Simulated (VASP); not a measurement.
# AgCl (Cmmm) in VASP: single point with PBE

Aim: the single point of AgCl with PBE.

Program: VASP 6.6.1. These are calculated values, not measurements. Logs are shortened: lines on timing, memory, paths and dates and some standing lists are left out, and cuts for length are marked.

## 1. The cell of the first run

The structure is orthorhombic, space group Cmmm (No. 65). Conventional cell: a = 4.713 Å, b = 4.892 Å, c = 3.396 Å, α = 90.00°, β = 90.00°, γ = 90.00°. Ag (site symmetry mmm) has 8 Cl at 2.90 to 2.98 Å and 6 Ag at 3.40 Å within 3.8 Å. Cl (site symmetry mmm) has 8 Ag at 2.90 to 2.98 Å and 6 Cl at 3.40 Å within 3.8 Å.

## 2. Single point, PBE (shear xy strain -3.7%)

INCAR reads:

```
SYSTEM = AgCl
PREC = Accurate
ENCUT = 630
EDIFF = 1E-6
ISMEAR = -1
SIGMA = 0.02
LREAL = .FALSE.
LASPH = .TRUE.
NELM = 120
ALGO = Normal
ISIF = 2
LWAVE = .FALSE.
LCHARG = .FALSE.
GGA = PE
NBANDS = 20
GGA_COMPAT = .FALSE.
```

KPOINTS reads:

```
regular mesh
0
G
  8 8 8
  0 0 0
```

POSCAR reads:

```
AgCl
1.0
    3.3955880382     -0.0633277169      0.0000000000
   -0.0633277169      3.3955880382      0.0000000000
    0.0000000000      0.0000000000      3.3955880382
Ag Cl
1 1
Direct
    0.0000000000      0.0000000000      0.0000000000
    0.5000000000      0.5000000000      0.5000000000
```

Potentials or basis: VASP PAW PBE potentials, release 64 (Ag_sv_GW, Cl).

The run is started by

```bash
$ cat potpaw_PBE.64/Ag_sv_GW/POTCAR potpaw_PBE.64/Cl/POTCAR > POTCAR
$ mpirun -np 1 vasp_std > vasp.out
```

OUTCAR:

```text
SYSTEM = AgCl
   PREC = Accurate
   ENCUT = 630
   EDIFF = 1E-6
   ISMEAR = -1
   LREAL = .FALSE.
   LASPH = .TRUE.
   NELM = 120
   ISIF = 2
   GGA = PE

 ion  position               nearest neighbor table
   1  0.000  0.000  0.000-
   2  0.500  0.500  0.500-

  LATTYP: Found a base centered orthorhombic cell.
 ALAT       =     4.7125277397
 B/A-ratio  =     1.0380088653
 C/A-ratio  =     0.7205449444

  Lattice vectors:

 A1 = (   3.3955880382,  -0.0633277169,   0.0000000000)
 A2 = (  -0.0633277169,   3.3955880382,   0.0000000000)
 A3 = (   0.0000000000,   0.0000000000,   3.3955880382)

Analysis of symmetry for initial positions (statically):
=====================================================================
 Subroutine PRICEL returns:
 Original cell was already a primitive cell.

 Routine SETGRP: Setting up the symmetry group for a
 base centered orthorhombic supercell.

 Subroutine GETGRP returns: Found  8 space group operations
 (whereof  8 operations were pure point group operations)
 out of a pool of  8 trial point group operations.

The static configuration has the point symmetry D_2h.

Analysis of symmetry for dynamics (positions and initial velocities):
=====================================================================
 Subroutine PRICEL returns:
 Original cell was already a primitive cell.

 Routine SETGRP: Setting up the symmetry group for a
 base centered orthorhombic supercell.

 Subroutine GETGRP returns: Found  8 space group operations
 (whereof  8 operations were pure point group operations)
 out of a pool of  8 trial point group operations.

The dynamic configuration has the point symmetry D_2h.

 Subroutine INISYM returns: Found  8 space group operations
 (whereof  8 operations are pure point group operations),
 and found     1 'primitive' translations

----------------------------------------------------------------------------------------

                                     Primitive cell
[... 70 lines left out ...]
  0.125000  0.000000  0.125000      8.000000
  0.250000  0.000000  0.125000      8.000000
 [... further k-points ...]
   k-points           NKPTS =    105   k-points in BZ     NKDIM =    105   number of bands    NBANDS=     20
   number of dos      NEDOS =    301   number of ions     NIONS =      2
   total plane-waves  NPLWV =  21952
   dimension x,y,z NGX =    28 NGY =   28 NGZ =   28
   dimension x,y,z NGXF=    56 NGYF=   56 NGZF=   56
   ions per type =               1   1
   NGX,Y,Z   is equivalent  to a cutoff of  13.71, 13.71, 13.71 a.u.
   NGXF,Y,Z  is equivalent  to a cutoff of  27.41, 27.41, 27.42 a.u.
 SYSTEM =  AgCl
   PREC   = accura    normal or accurate (medium, high low for compatibility)
   ISTART =      0    job   : 0-new  1-cont  2-samecut
   ICHARG =      2    charge: 1-file 2-atom 10-const
   ISPIN  =      1    spin polarized calculation?
   LNONCOLLINEAR =      F non collinear calculations
   LSORBIT =      F    spin-orbit coupling
   LASPH  =      T    aspherical Exc in radial PAW
   ENCUT  =  630.0 eV  46.30 Ry    6.80 a.u.   6.95  6.95  6.95*2*pi/ulx,y,z
   NELM   =    120;   NELMIN=  2; NELMDL= -5     # of ELM steps
   EDIFF  = 0.1E-05   stopping-criterion for ELM
   LREAL  =      F    real-space projection
[... 7 lines left out ...]
   TEBEG  =    0.0;   TEEND  =   0.0 temperature during run
   PSTRESS=    0.0 pullay stress
   NELECT =      26.0000    total number of electrons
   NUPDOWN=      -1.0000    fix difference up-down
   EMIN   =  10.00;   EMAX   =-10.00  energy-range for DOS
   EFERMI =   0.00;   METHOD = LEGACY
   ISMEAR =    -1;   SIGMA  =   0.02  broadening in eV -4-tet -1-fermi 0-gaus
   EFERMI_NEDOS =   21; number of points for ismear=-14 and -15
   IALGO  =     38    algorithm
   IMIX   =      4    mixing-type and parameters
     AMIX     =   0.40;   BMIX     =  1.00
     AMIX_MAG =   1.60;   BMIX_MAG =  1.00
  volume/ion in A,a.u.               =      19.57       132.06
  Fermi-wavevector in a.u.,A,eV,Ry     =   1.428460  2.699397 27.762647  2.040497
  Thomas-Fermi vector in A             =   2.548519
   LORBIT       =      0    0 simple, 1 ext, 2 COOP (PROOUT), +10 PAW based schemes
   GGA     = PE    functional components
   LHFCALC =     F    Hartree Fock is set to
   AEXX    =    0.0000 exact exchange contribution
   IVDW    =     0    specifies the selected vdW correction
   LEPSILON=     F    determine dielectric tensor
   LRPA    =     F    only Hartree local field effects (RPA)
 non-spin polarized calculation
  energy-cutoff  :      630.00
  volume of cell :       39.14
 maximum number of plane-waves:      1428
   NGX = 13   NGY = 13   NGZ = 13

 number of electron      26.0000014 magnetization

 Free energy of the ion-electron system (eV)
  ---------------------------------------------------
  ext. energy  EPLUGINS =         0.00000000
  ---------------------------------------------------
  free energy    TOTEN  =        -3.05793431 eV

  energy without entropy =       -3.05793430  energy(sigma->0) =       -3.05793430

 E-fermi :   4.1635     XC(G=0): -10.6978

 val. band max:        3.9267822304   @ k =   0.0000   0.0000   0.5000
 cond. band min:       4.3984924750   @ k =   0.0000   0.0000   0.0000
 fundamental gap:      0.4717102446
 Fermi energy:         4.1634549900

 k-point     1 :       0.0000    0.0000    0.0000
  band No.  band energies     occupation
      1     -85.8712      2.00000
      2     -49.3910      2.00000
      3     -49.3892      2.00000
      4     -49.3885      2.00000
      5     -10.9810      2.00000
      6       0.9482      2.00000
[... 541 lines left out ...]
     19      18.1967      0.00000
     20      19.1954      0.00000

 [... further k-points ...]

------------------------ aborting loop because EDIFF is reached ----------------------------------------

  FORCE on cell =-STRESS in cart. coord.  units (eV):
  Direction    XX          YY          ZZ          XY          YZ          ZX
  --------------------------------------------------------------------------------------
  -------------------------------------------------------------------------------------
  Total        0.3730860      0.3730860      0.3741663     -0.0981088      0.0000000      0.0000000
  in kB       15.2730445     15.2730445     15.3172677     -4.0162868      0.0000000      0.0000000
  external PRESSURE =      15.2877856 kB  Pullay stress =       0.0000000 kB

 VOLUME and BASIS-vectors are now :
 -----------------------------------------------------------------------------
  energy-cutoff  :      630.00
  volume of cell :       39.14
      direct lattice vectors                 reciprocal lattice vectors
     3.395588038 -0.063327717  0.000000000     0.294602270  0.005494332  0.000000000
    -0.063327717  3.395588038  0.000000000     0.005494332  0.294602270  0.000000000
     0.000000000  0.000000000  3.395588038     0.000000000  0.000000000  0.294499801

 POSITION                                       TOTAL-FORCE (eV/Angst)
 -----------------------------------------------------------------------------------
      0.00000      0.00000      0.00000        -0.000000      0.000000      0.000000
      1.66613      1.66613      1.69779         0.000000      0.000000      0.000000
 -----------------------------------------------------------------------------------
    total drift:                               -0.000000      0.000000     -0.000000

  FREE ENERGIE OF THE ION-ELECTRON SYSTEM (eV)
  ---------------------------------------------------
  free  energy   TOTEN  =        -3.0579343115 eV

  energy  without entropy=       -3.0579342956  energy(sigma->0) =       -3.05793430
```

stdout:

```text
POSCAR found type information on POSCAR AgCl
 POSCAR found :  2 types and       2 ions
 scaLAPACK will be used
 LDA part: xc-table for (Slater+PW92), standard interpolation
 POSCAR, INCAR and KPOINTS ok, starting setup
 FFT: planning ... GRIDC
 FFT: planning ... GRID_SOFT
 FFT: planning ... GRID
 WAVECAR not read
 entering main loop
```

It took 37 s on 1 thread of Intel Xeon 6975P-C (Granite Rapids), shared host; peak memory 0.26 GiB.

Results:

```
Free energy            : -3.0579 eV
Pressure               : 1.5 GPa
Band gap on the k mesh : 0.47 eV (least direct gap 2.12 eV)
```

Stress tensor (GPa, compression positive):
```
 1.53 -0.40  0.00
-0.40  1.53  0.00
 0.00  0.00  1.53
```

Caveat: the cell differs from its parent crystal (shear xy strain -3.7%); the structure was generated, so it needn't be the stable form of AgCl; semilocal functionals underestimate gaps, and a narrow one can read as zero. A k mesh can miss the band edges.
